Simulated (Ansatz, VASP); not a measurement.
One calculation of BN, two programs

The input INCAR:

```
PREC = Accurate
ENCUT = 520
EDIFF = 1E-6
ISMEAR = -1
SIGMA = 0.02
LREAL = False
LASPH = True
NELM = 80
ALGO = Normal
ISIF = 2
LWAVE = False
LCHARG = True
GGA = PE
LELF = True
LVHAR = True
NBANDS = 16
```

Contents of KPOINTS:

```
Automatic mesh
0
Gamma
  11 11 4
```

The input POSCAR:

```
BN
1.0
    2.5039917043      0.0000000000      0.0000000000
   -1.2519958522      2.1685204268      0.0000000000
    0.0000000000      0.0000000000      6.7944240000
B N
2 2
Direct
    0.3333333333      0.6666666667      0.2500000000
    0.6666666667      0.3333333333      0.7500000000
    0.3333333333      0.6666666667      0.7500000000
    0.6666666667      0.3333333333      0.2500000000
```

Input for Ansatz:

```yaml
crystal:
  lattice:
    - [2.5039917043, 0.0, 0.0]
    - [-1.2519958522, 2.1685204268, 0.0]
    - [0.0, 0.0, 6.794424]
  atoms:
    - { symbol: B, position: [0.3333333333, 0.6666666667, 0.25] }
    - { symbol: B, position: [0.6666666667, 0.3333333333, 0.75] }
    - { symbol: "N", position: [0.3333333333, 0.6666666667, 0.75] }
    - { symbol: "N", position: [0.6666666667, 0.3333333333, 0.25] }
kpoints:
  mp_grid: { grid: [11, 11, 4] }
  band_path:
    path:
      - [0.0, 0.0, 0.0]
      - [0.5, 0.0, 0.0]
      - [0.3333333333, 0.3333333333, 0.0]
      - [0.0, 0.0, 0.0]
      - [0.0, 0.0, 0.5]
      - [0.5, 0.0, 0.5]
      - [0.3333333333, 0.3333333333, 0.5]
      - [0.0, 0.0, 0.5]
      - [0.5, 0.0, 0.5]
    npoints: 5
scf:
  occupations: { method: fermi_dirac, width: 0.02 }
hamiltonian:
  xc: pbe
  pseudopotentials: { kind: all_electron, lapw: { basis_error: 0.001 } }
output:
  forces: true
  stress: true
  eigenvalues: true
```

Change from the starting cell: zz strain of +2 %.

Alike in both runs: task single point; functional PBE; k mesh 11 × 11 × 4; occupations fermi-dirac, width 0.02 eV; no spin polarisation.

```csv
,VASP,Ansatz
version,VASP 6.6.1,Ansatz 0.2.0
potentials or method,"VASP PAW PBE potentials, release 64 (B, N), cutoff 520 eV","all-electron LAPW, scalar-relativistic"
```

Ansatz gave:

```
gap on the k mesh at the Fermi level (eV)                     : 4.36
pressure (GPa)                                                : 3.0
traceless stress, the component that is largest in VASP (GPa) : -0.77
```

Problem. Which values does VASP return?

Solution. gap on the k mesh at the Fermi level (eV): 4.36; pressure (GPa): 3.1; traceless stress, the component that is largest in VASP (GPa): -1.02.

Ansatz ran all-electron here, and VASP with PAW potentials.
